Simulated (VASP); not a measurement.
# LiBe24 in VASP: further runs, part 2 of 2

VASP 6.6.1. Earlier steps stand in the parts before.

### Step 3. Single point, LDA

INCAR reads:

```
SYSTEM = LiBe24
PREC = Accurate ; ENCUT = 520
EDIFF = 1E-6 ; ISMEAR = 0
SIGMA = 0.1 ; LREAL = Auto
LASPH = .TRUE. ; NELM = 60
ALGO = Normal ; ISIF = 2
LWAVE = .FALSE. ; LCHARG = .FALSE.
LDIPOL = .TRUE. ; IDIPOL = 3
DIPOL = 0.5 0.5 0.321 ; NBANDS = 44
```

KPOINTS reads:

```
regular mesh
0
G
  6 4 1
  0 0 0
```

POSCAR reads:

```
LiBe24
1.0
    4.4524297775      0.0000000000      0.0000000000
    0.0000000000      7.0331519566      0.0000000000
    0.0000000000      0.0000000000     19.7998741761
Be Li
24 1
Direct
    0.0000000000      0.3750000000      0.2020214858
    0.0000000000      0.8750000000      0.2020214858
    0.5000000000      0.3750000000      0.2020214858
    0.5000000000      0.8750000000      0.2020214858
    0.2500000000      0.1250000000      0.2344789084
    0.2500000000      0.6250000000      0.2344789084
    0.7500000000      0.1250000000      0.2344789084
    0.7500000000      0.6250000000      0.2344789084
    0.2500000000      0.3750000000      0.2993937535
    0.2500000000      0.8750000000      0.2993937535
    0.7500000000      0.3750000000      0.2993937535
    0.7500000000      0.8750000000      0.2993937535
    0.0000000000      0.1250000000      0.3261495638
    0.0000000000      0.6250000000      0.3261495638
    0.5000000000      0.1250000000      0.3261495638
    0.5000000000      0.6250000000      0.3261495638
    0.0000000000      0.3750000000      0.3969669031
    0.0000000000      0.8750000000      0.3969669031
    0.5000000000      0.3750000000      0.3969669031
    0.5000000000      0.8750000000      0.3969669031
    0.2500000000      0.1250000000      0.4191882283
    0.2500000000      0.6250000000      0.4191882283
    0.7500000000      0.1250000000      0.4191882283
    0.7500000000      0.6250000000      0.4191882283
    0.5000000000      0.3750000000      0.5050464985
```

Potentials or basis: VASP PAW LDA potentials, release 64 (Be, Li_sv).

The run is started by

```console
$ cat potpaw_LDA.64/Be/POTCAR potpaw_LDA.64/Li_sv/POTCAR > POTCAR
$ mpirun -np 1 vasp_std > vasp.out
```

OUTCAR:

```text
SYSTEM = LiBe24
   PREC = Accurate
   ENCUT = 520
   EDIFF = 1E-6
   ISMEAR = 0
   LREAL = Auto
   LASPH = .TRUE.
   NELM = 60
   ISIF = 2

 ion  position               nearest neighbor table
   1  0.000  0.375  0.202-   5 2.18   6 2.18   7 2.18   8 2.18   3 2.23   3 2.23  11 2.23   9 2.23

   2  0.000  0.875  0.202-   5 2.18   6 2.18   7 2.18   8 2.18   4 2.23   4 2.23  12 2.23  10 2.23

   3  0.500  0.375  0.202-   5 2.18   6 2.18   7 2.18   8 2.18   1 2.23   1 2.23  11 2.23   9 2.23
[... 39 lines left out ...]
  23  0.750  0.125  0.419-  17 2.13  18 2.13  19 2.13  20 2.13  13 2.15  15 2.15  21 2.23  21 2.23

  24  0.750  0.625  0.419-  17 2.13  18 2.13  19 2.13  20 2.13  14 2.15  16 2.15  22 2.23  22 2.23

  25  0.500  0.375  0.505-  19 2.14

  LATTYP: Found a simple orthorhombic cell.
 ALAT       =     4.4524297775
 B/A-ratio  =     1.5796210851
 C/A-ratio  =     4.4469817977

  Lattice vectors:

 A1 = (   4.4524297775,   0.0000000000,   0.0000000000)
 A2 = (   0.0000000000,   7.0331519566,   0.0000000000)
 A3 = (   0.0000000000,   0.0000000000,  19.7998741761)

Analysis of symmetry for initial positions (statically):
=====================================================================
 Subroutine PRICEL returns:
 Original cell was already a primitive cell.

 Routine SETGRP: Setting up the symmetry group for a
 simple orthorhombic supercell.

 Subroutine GETGRP returns: Found  4 space group operations
 (whereof  2 operations were pure point group operations)
 out of a pool of  8 trial point group operations.

The static configuration has the point symmetry C_1h.
 The point group associated with its full space group is C_2v.

Analysis of symmetry for dynamics (positions and initial velocities):
[... 170 lines left out ...]
   GGA     = CA    functional components
   LHFCALC =     F    Hartree Fock is set to
   AEXX    =    0.0000 exact exchange contribution
   IVDW    =     0    specifies the selected vdW correction
   LEPSILON=     F    determine dielectric tensor
   LRPA    =     F    only Hartree local field effects (RPA)
 non-spin polarized calculation
 Gauss-broadening in eV      SIGMA  =   0.10
  energy-cutoff  :      520.00
  volume of cell :      620.03
 maximum number of plane-waves:     16734
 NGX is ok and might be reduce to    36
   NGX = 17   NGY = 27   NGZ = 73

 dipolmoment           0.000000      0.000000      0.037228 electrons x Angstroem

 number of electron      51.0000016 magnetization

 dipolmoment           0.000000      0.000000     -0.373532 electrons x Angstroem

 Free energy of the ion-electron system (eV)
  ---------------------------------------------------
  ext. energy  EPLUGINS =         0.00000000
  ---------------------------------------------------
  free energy    TOTEN  =       -95.60873093 eV

  energy without entropy =      -95.58123063  energy(sigma->0) =      -95.59498078

 E-fermi :  -0.4250     XC(G=0):  -4.3631

 val. band max:       -0.4558977496   @ k =   0.3333   0.2500   0.0000
 cond. band min:      -0.3820620424   @ k =   0.3333   0.0000   0.0000
 fundamental gap:      0.0738357071
 Fermi energy:        -0.4250054338

 k-point     1 :       0.0000    0.0000    0.0000
  band No.  band energies     occupation
      1     -47.0526      2.00000
      2     -10.8309      2.00000
      3      -8.7689      2.00000
      4      -8.6993      2.00000
      5      -8.6682      2.00000
      6      -6.6335      2.00000
[... 469 lines left out ...]
     36       3.7563      0.00000
     37       3.9524      0.00000
 [bands above 37 left out]

------------------------ aborting loop because EDIFF is reached ----------------------------------------

 vacuum level on the upper side and lower side of the slab       (xc-potential included)        -1.069         1.044

  FORCE on cell =-STRESS in cart. coord.  units (eV):
  Direction    XX          YY          ZZ          XY          YZ          ZX
  --------------------------------------------------------------------------------------
  -------------------------------------------------------------------------------------
  Total       -0.7976774     -3.1257035     -1.0720536      0.0000000      0.0000000      0.0000000
  in kB       -2.0612389     -8.0769771     -2.7702411      0.0000000      0.0000000      0.0000000
  external PRESSURE =      -4.3028190 kB  Pullay stress =       0.0000000 kB

 VOLUME and BASIS-vectors are now :
 -----------------------------------------------------------------------------
  energy-cutoff  :      520.00
  volume of cell :      620.03
      direct lattice vectors                 reciprocal lattice vectors
     4.452429777  0.000000000  0.000000000     0.224596468  0.000000000  0.000000000
     0.000000000  7.033151957  0.000000000     0.000000000  0.142183761  0.000000000
     0.000000000  0.000000000 19.799874176     0.000000000  0.000000000  0.050505371

 POSITION                                       TOTAL-FORCE (eV/Angst)
 -----------------------------------------------------------------------------------
      0.00000      2.63743      4.00000         0.000000      0.000000      0.568219
      0.00000      6.15401      4.00000         0.000000      0.000000      0.543045
      2.22621      2.63743      4.00000         0.000000      0.000000      0.578325
      2.22621      6.15401      4.00000         0.000000      0.000000      0.603380
      1.11311      0.87914      4.64265        -0.000783      0.040521     -0.695147
      1.11311      4.39572      4.64265        -0.000783     -0.040521     -0.695147
[... 17 lines left out ...]
      3.33932      4.39572      8.29987        -0.094100      0.042705     -0.026890
      2.22621      2.63743      9.99986         0.000000      0.000000      0.024761
 -----------------------------------------------------------------------------------
    total drift:                                0.000000     -0.000000     -0.002818

  FREE ENERGIE OF THE ION-ELECTRON SYSTEM (eV)
  ---------------------------------------------------
  free  energy   TOTEN  =       -95.6087309263 eV

  energy  without entropy=      -95.5812306291  energy(sigma->0) =      -95.59498078

 vacuum level on the upper side and lower side of the slab         1.852         4.066
```

stdout:

```text
POSCAR found type information on POSCAR BeLi
 POSCAR found :  2 types and      25 ions
 scaLAPACK will be used
 LDA part: xc-table for (Slater(with rela. corr.)+CA(PZ))
 , standard interpolation
 POSCAR, INCAR and KPOINTS ok, starting setup
 FFT: planning ... GRIDC
 FFT: planning ... GRID_SOFT
 FFT: planning ... GRID
 WAVECAR not read
 entering main loop
```

Wall time 8.9 min (1 thread of AMD EPYC 9R45 (Zen 5), shared host); peak memory 0.54 GiB.

What came out:

```
Free energy            : -95.6087 eV
Largest force          : 0.696 eV/Å
Band gap on the k mesh : zero (an odd number of electrons rules out a gap without spin polarisation)
```

Forces on the atoms (eV/Å):
```
Be   0.000  0.000  0.568
Be   0.000  0.000  0.543
Be   0.000  0.000  0.578
Be   0.000  0.000  0.603
Be  -0.001  0.041 -0.695
Be  -0.001 -0.041 -0.695
Be   0.001  0.041 -0.695
Be   0.001 -0.041 -0.695
Be   0.036  0.000  0.204
Be   0.003  0.000  0.126
Be  -0.036  0.000  0.204
Be  -0.003  0.000  0.126
Be   0.000 -0.022  0.071
Be   0.000  0.022  0.071
Be   0.000 -0.078 -0.107
Be   0.000  0.078 -0.107
Be   0.000  0.000  0.503
Be   0.000  0.000  0.060
Be   0.000  0.000 -0.619
Be   0.000  0.000  0.039
Be   0.094 -0.043 -0.027
Be   0.094  0.043 -0.027
Be  -0.094 -0.043 -0.027
Be  -0.094  0.043 -0.027
Li   0.000  0.000  0.025
```

Caveat: the cutoff is under 1.25 times the usual one of these potentials, so pressure, stress and relaxed cells hold a basis-set (Pulay) error.

The gap in the log of VASP goes by the Fermi energy; the results here count the filled bands.